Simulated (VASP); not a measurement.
Write the native input for VASP 6.6.1 that does the following.

```yaml
Task: single point
Functional: PBE
Dispersion: D3(BJ)
Potentials_or_basis: VASP PAW PBE potentials, release 64 (Ga_d)
Cutoff: 500 eV
k_mesh: 6 × 6 × 6
Occupations: fermi-dirac, width 0.1 eV
Spin: no spin polarisation
Dipole_correction: no
Further_INCAR_settings: ALGO = Normal; EDIFF = 1e-06; NBANDS = 20
```

The structure of Ga lies in POSCAR:

```
Ga
1.0
    0.0000000000      2.9004299168      2.9004299168
    2.9004299168      0.0000000000      2.9004299168
    2.9004299168      2.9004299168      0.0000000000
Ga
2
Direct
    1.0000000000      1.0000000000      1.0000000000
    0.2500000000      0.2500000000      0.2500000000
```

This isn't the form of Ga at room conditions, which is orthorhombic.

The input as run:

INCAR

```
SYSTEM = Ga
PREC = Accurate
ENCUT = 500
EDIFF = 1E-6
ISMEAR = -1
SIGMA = 0.1
LREAL = .FALSE.
LASPH = .TRUE.
NELM = 120
ALGO = Normal
ISIF = 2
LWAVE = .FALSE.
LCHARG = .FALSE.
GGA = PE
IVDW = 12
NBANDS = 20
GGA_COMPAT = .FALSE.
```

KPOINTS

```
regular mesh
0
G
  6 6 6
  0 0 0
```

Potentials or basis: VASP PAW PBE potentials, release 64 (Ga_d).

Command:

```bash
$ cat potpaw_PBE.64/Ga_d/POTCAR > POTCAR
$ mpirun -np 1 vasp_std > vasp.out
```

Results of the run:

```yaml
Pressure: 0.2 GPa
Band_gap_on_the_k_mesh: zero (bands 13 and 14 overlap by 4.15 eV)
Dispersion_energy_per_atom: -0.239 eV
```

Wall time 15 s on 1 thread of AMD EPYC 7R43 64-Core Processor (Zen 3), with other jobs on the host, peak memory 0.14 GiB.
